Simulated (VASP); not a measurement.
Runs of VASP 6.6.1 on LiH. The structure is that of space group P6_3/mmc (No. 194), or close to it. The cells are those of the table. 

| task | level | potentials or basis | cell | k mesh | cutoff (eV) | smearing | gap on the mesh (eV) | pressure (GPa) | relaxed volume (Å³/atom) | largest force (eV/Å) |
| --- | --- | --- | --- | --- | --- | --- | --- | --- | --- | --- |
| single point | PBE | VASP PAW PBE potentials, release 64 (Li_sv, H) | a = 3.256, b = 3.256, c = 4.068 Å, angles 90.0, 90.0, 120.0°, 4 atoms | 6 × 6 × 4 | 520 | gaussian 0.01 eV | 1.83 | - | - | - |
| single point | PBEsol | VASP PAW PBE potentials, release 64 (Li_sv, H) | a = 3.235, b = 3.235, c = 4.043 Å, angles 90.0, 90.0, 120.0°, 4 atoms | 12 × 12 × 6 | 520 | fermi-dirac 0.02 eV | 1.52 | - | - | - |
| relaxation of cell and atoms | LDA | VASP PAW LDA potentials, release 64 (Li_sv, H) | relaxed from a = 3.256, b = 3.256, c = 4.072 Å, angles 90.0, 90.0, 120.0°, 4 atoms | 12 × 12 × 6 | 600 | fermi-dirac 0.02 eV | 1.26 | 0.0 | 8.61 | - |
| single point | r2SCAN | VASP PAW PBE potentials, release 64 (Li_sv, H) | a = 3.256, b = 3.256, c = 4.068 Å, angles 90.0, 90.0, 120.0°, 4 atoms | 12 × 12 × 6 | 520 | gaussian 0.01 eV | 2.30 | - | - | 0.03 |
| single point | PBE | VASP PAW PBE potentials, release 64 (Li_sv, H) | a = 3.256, b = 3.256, c = 4.068 Å, angles 90.0, 90.0, 120.0°, 4 atoms | 12 × 12 × 6 | 520 | fermi-dirac 0.02 eV | 1.83 | - | - | - |
| relaxation of cell and atoms | PBEsol | VASP PAW PBE potentials, release 64 (Li_sv, H) | relaxed from a = 3.256, b = 3.256, c = 4.072 Å, angles 90.0, 90.0, 120.0°, 4 atoms | 12 × 12 × 6 | 600 | fermi-dirac 0.02 eV | 1.51 | 0.0 | 9.12 | - |
| single point | r2SCAN | VASP PAW PBE potentials, release 64 (Li_sv, H) | a = 3.256, b = 3.256, c = 4.068 Å, angles 90.0, 90.0, 120.0°, 4 atoms | 12 × 12 × 6 | 520 | fermi-dirac 0.02 eV | 2.30 | - | - | 0.03 |
| single point | LDA | VASP PAW LDA potentials, release 64 (Li_sv, H) | a = 3.179, b = 3.179, c = 3.967 Å, angles 90.0, 90.0, 120.0°, 4 atoms | 12 × 12 × 6 | 520 | fermi-dirac 0.02 eV | 1.28 | - | - | - |
| single point | LDA | VASP PAW LDA potentials, release 64 (Li_sv, H) | a = 3.256, b = 3.256, c = 4.068 Å, angles 90.0, 90.0, 120.0°, 4 atoms | 12 × 12 × 6 | 520 | gaussian 0.01 eV | (a) | - | - | - |
| single point | PBE | VASP PAW PBE potentials, release 64 (Li_sv, H) | a = 3.256, b = 3.256, c = 4.072 Å, angles 90.0, 90.0, 120.0°, 4 atoms | 12 × 12 × 6 | 520 | fermi-dirac 0.02 eV | (b) | - | - | - |

Alike in all rows: no spin polarisation.

**Question.** Fill in the values left out.

**Answer.** (a) 1.45; (b) 1.84.

Caveats: the cutoff is under 1.25 times the usual one of these potentials, so pressure, stress and relaxed cells hold a basis-set (Pulay) error; the PAW data sets were made with another functional, which shifts forces and pressure a little (some runs).

A k mesh can miss the band edges.
